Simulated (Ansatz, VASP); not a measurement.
One calculation of Zn12H, two programs

```
Zn H
1.0
     5.32000    0.00000    0.00000
    -3.99000    6.91088    0.00000
     0.00000    0.00000    4.93696
Zn H
12 1
Direct
  0.03709 0.01324 0.02681
  0.18574 0.22727 0.53911
  0.02658 0.34323 0.98949
  0.16545 0.54925 0.46733
  0.02997 0.67866 0.99742
  0.18870 0.89397 0.52926
  0.53344 0.01427 0.00218
  0.67866 0.22392 0.53058
  0.52878 0.34258 0.99794
  0.69184 0.55283 0.47120
  0.52451 0.67441 0.04387
  0.69525 0.90990 0.46652
  0.53944 0.68658 0.68288
```

Alike in both runs: functional PBEsol; k mesh 3 × 2 × 3; occupations fermi-dirac, width 0.05 eV; no spin polarisation.

Ansatz relaxed the structure, and its values are those at the end. VASP's run is a single point on that final structure, the one shown.

|  | VASP | Ansatz |
| --- | --- | --- |
| version | VASP 6.6.1 | Ansatz 0.2.0 |
| potentials or method | VASP PAW PBE potentials, release 64 (Zn, H), cutoff 520 eV | scalar-relativistic, plane waves, PAW |
| valence electrons in the cell | 145 | 145 |

```csv
,VASP,Ansatz,Ansatz less VASP
rms of the force components (eV/Å),0.026,0.025,-0.0009
```

VASP's potentials were made for PBE, not for PBEsol. The functional is the same, so the differences come from potentials, cutoffs and numerics.

The k mesh is coarse, so the values compare programs but aren't converged.
